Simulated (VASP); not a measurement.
Wanted: the native input for a VASP 6.6.1 run.

```yaml
Task: single point
Functional: LDA
Potentials_or_basis: VASP PAW LDA potentials, release 64 (Nb_sv, H)
Cutoff: 520 eV
k_mesh: 9 × 7 × 1
Occupations: gaussian, width 0.1 eV
Spin: no spin polarisation
Dipole_correction: yes
Further_INCAR_settings: ALGO = Normal; EDIFF = 1e-07; NBANDS = 34
```

The structure of Nb4H lies in POSCAR:

```
Nb4H
1.0
    2.9270177669      0.0000000000      0.0000000000
    0.0000000000      4.1394282232      0.0000000000
    0.0000000000      0.0000000000     21.2576690685
Nb H
4 1
Direct
    0.5000000000      0.5000000000      0.1881673850
    0.0000000000      0.0000000000      0.2570135449
    0.5000000000      0.5000000000      0.3306382692
    0.0000000000      0.0000000000      0.3884559987
    0.0000000000      0.5000000000      0.3743434448
```

The input as run:

INCAR

```
SYSTEM = Nb4H
PREC = Accurate ; ENCUT = 520
EDIFF = 1E-7 ; ISMEAR = 0
SIGMA = 0.1 ; LREAL = .FALSE.
LASPH = .TRUE. ; NELM = 80
ALGO = Normal ; ISIF = 2
LWAVE = .FALSE. ; LCHARG = .FALSE.
LDIPOL = .TRUE. ; IDIPOL = 3
DIPOL = 0.5 0.5 0.308 ; GGA = CA
NBANDS = 34
```

KPOINTS

```
regular mesh
0
G
  9 7 1
  0 0 0
```

Potentials or basis: VASP PAW LDA potentials, release 64 (Nb_sv, H).

Run with:

```bash
$ cat potpaw_LDA.64/Nb_sv/POTCAR potpaw_LDA.64/H/POTCAR > POTCAR
$ mpirun -np 1 vasp_std > vasp.out
```

It gave:

```
Largest force : 2.305 eV/Å
```

It took 3.2 min on 1 thread of Intel(R) Xeon(R) 6975P-C (Granite Rapids), with other jobs on the host, peak memory 0.35 GiB.
